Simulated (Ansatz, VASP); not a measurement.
# HfO2: VASP beside Ansatz

File POSCAR:

```
HfO2
1.0
    0.0000000000      2.5575000000      2.5575000000
    2.5575000000      0.0000000000      2.5575000000
    2.5575000000      2.5575000000      0.0000000000
Hf O
1 2
Direct
    0.0000000000      0.0000000000      0.0000000000
    0.2500000000      0.2500000000      0.2500000000
    0.7500000000      0.7500000000      0.7500000000
```

File INCAR.step1:

```
SYSTEM = HfO2
PREC = Accurate
ENCUT = 600
ISMEAR = 0
SIGMA = 0.01
LREAL = .FALSE.
LASPH = .TRUE.
NELM = 60
GGA = PE
ALGO = Normal
EDIFF = 1E-4
LWAVE = .TRUE.
LCHARG = .FALSE.
```

File INCAR.step2:

```
SYSTEM = HfO2
PREC = Accurate
ENCUT = 600
EDIFF = 1E-6
ISMEAR = 0
SIGMA = 0.01
LREAL = .FALSE.
LASPH = .TRUE.
NELM = 60
ALGO = Normal
ISIF = 3
LWAVE = .FALSE.
LCHARG = .FALSE.
METAGGA = R2SCAN
LMIXTAU = .TRUE.
IBRION = 2
NSW = 80
EDIFFG = -0.01
ISTART = 1
```

Contents of KPOINTS:

```
Automatic mesh
0
G
  6 6 6
  0 0 0
```

Input for Ansatz:

```yaml
crystal:
  lattice:
    - [0.0, 2.5575, 2.5575]
    - [2.5575, 0.0, 2.5575]
    - [2.5575, 2.5575, 0.0]
  atoms:
    - { symbol: Hf, position: [0.0, 0.0, 0.0] }
    - { symbol: O, position: [0.25, 0.25, 0.25] }
    - { symbol: O, position: [0.75, 0.75, 0.75] }
kpoints:
  mp_grid:
    grid: [6, 6, 6]
    shift: [0.0, 0.0, 0.0]
hamiltonian:
  xc: r2scan
  dispersion: none
scf:
  occupations:
    method: fixed
relax:
  f_tol: 0.01
  cell: {}
```

Alike in both runs: task relaxation of cell and atoms; functional r2SCAN; k mesh 6 × 6 × 6; no spin polarisation.

|  | VASP | Ansatz |
| --- | --- | --- |
| version | VASP 6.6.1 | Ansatz 0.2.0 |
| potentials or method | VASP PAW PBE potentials, release 64 (Hf_pv, O) | plane waves, PAW |
| plane-wave cutoff (eV) | 600 | 500 |
| occupations | gaussian, width 0.01 eV | fixed |
| valence electrons in the cell | 22 | 38 |

|  | VASP | Ansatz | Ansatz less VASP |
| --- | --- | --- | --- |
| relaxed volume (Å³/atom) | 10.62 | 10.79 | +0.170 |
| relaxed cell length with the largest relative difference (Å) | 3.558 | 3.577 | +0.0189 |

VASP's potentials were made for PBE, not for r2SCAN. VASP's potentials hold 22 valence electrons a cell and Ansatz's 38, so a difference there can come from the potentials and not from the codes.

Spin-orbit coupling is off throughout.
